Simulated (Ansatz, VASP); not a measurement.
**Si3Sn in VASP and in Ansatz**

File INCAR:

```
SYSTEM = Si3Sn
PREC = Accurate
ENCUT = 520
EDIFF = 1E-6
ISMEAR = 0
SIGMA = 0.1
LREAL = .FALSE.
LASPH = .TRUE.
NELM = 80
ALGO = Normal
ISIF = 2
LWAVE = .FALSE.
LCHARG = .TRUE.
GGA = PE
LELF = .TRUE.
LVHAR = .TRUE.
NBANDS = 36
```

The input KPOINTS:

```
Automatic mesh
0
G
  4 4 4
  0 0 0
```

File POSCAR:

```
Si3Sn
1.0
    5.1603242000      0.0000000000      0.0000000000
    0.0000000000      5.1603242000      0.0000000000
    0.0000000000      0.0000000000      5.1603242000
Si Sn
6 2
Direct
    0.2500000000      0.0000000000      0.5000000000
    0.5000000000      0.7500000000      0.0000000000
    0.7500000000      0.0000000000      0.5000000000
    0.5000000000      0.2500000000      0.0000000000
    0.0000000000      0.5000000000      0.7500000000
    0.0000000000      0.5000000000      0.2500000000
    0.0000000000      0.0000000000      0.0000000000
    0.5000000000      0.5000000000      0.5000000000
```

Input for Ansatz:

```yaml
crystal:
  lattice:
    - [5.1603242, 0.0, 0.0]
    - [0.0, 5.1603242, 0.0]
    - [0.0, 0.0, 5.1603242]
  atoms:
    - { symbol: Si, position: [0.25, 0.0, 0.5] }
    - { symbol: Si, position: [0.5, 0.75, 0.0] }
    - { symbol: Si, position: [0.75, 0.0, 0.5] }
    - { symbol: Si, position: [0.5, 0.25, 0.0] }
    - { symbol: Si, position: [0.0, 0.5, 0.75] }
    - { symbol: Si, position: [0.0, 0.5, 0.25] }
    - { symbol: Sn, position: [0.0, 0.0, 0.0] }
    - { symbol: Sn, position: [0.5, 0.5, 0.5] }
basis:
  ecutwfc: 420
kpoints:
  mp_grid: { grid: [4, 4, 4] }
hamiltonian:
  xc: pbe
scf:
  occupations: { method: gaussian, width: 0.1 }
  lower_state_search: "off"
output:
  forces: true
  stress: true
  eigenvalues: true
```

Change from the starting cell: species swapped into the V3Si type (Pm-3n, No. 223).

Alike in both runs: task single point; functional PBE; k mesh 4 × 4 × 4; occupations gaussian, width 0.1 eV; no spin polarisation.

|  | VASP | Ansatz |
| --- | --- | --- |
| version | VASP 6.6.1 | Ansatz 0.2.0 |
| potentials or method | VASP PAW PBE potentials, release 64 (Si, Sn_d), cutoff 520 eV | scalar-relativistic, plane waves, PAW |
| valence electrons in the cell | 52 | 52 |

Ansatz gave:

| Item | Value |
| --- | --- |
| gap on the k mesh at the Fermi level (eV) | none |
| pressure (GPa) | 7.3 |

Question: Which values does VASP return?

Answer: gap on the k mesh at the Fermi level (eV): none; pressure (GPa): 7.2.

A gap of «none» marks a metal or a gap that the smearing closes.
